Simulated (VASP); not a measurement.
Runs of VASP 6.6.1 on SnTe. The structure is that of space group Fm-3m (No. 225), or close to it. The cells are those of the table. 

| cell | pressure (GPa) |
| --- | --- |
| a = 4.479 Å, angles 60.0°, 2 atoms | (b) |
| a = 4.442, b = 4.442, c = 4.464 Å, angles 59.8, 59.8, 60.3°, 2 atoms | -1.2 |
| a = 4.552 Å, angles 60.0°, 2 atoms | (a) |
| a = 4.373 Å, angles 60.0°, 2 atoms | 1.4 |
| a = 4.404 Å, angles 60.0°, 2 atoms | 0.3 |

Alike in all rows: task electric field gradients; level LDA; potentials or basis VASP PAW LDA potentials, release 64 (Sn_d, Te); no spin polarisation; k mesh 11 × 11 × 11; cutoff (eV) 520; smearing fermi-dirac 0.08 eV.

Task: Estimate the missing entries.

Result: (a) -3.9; (b) -2.1.
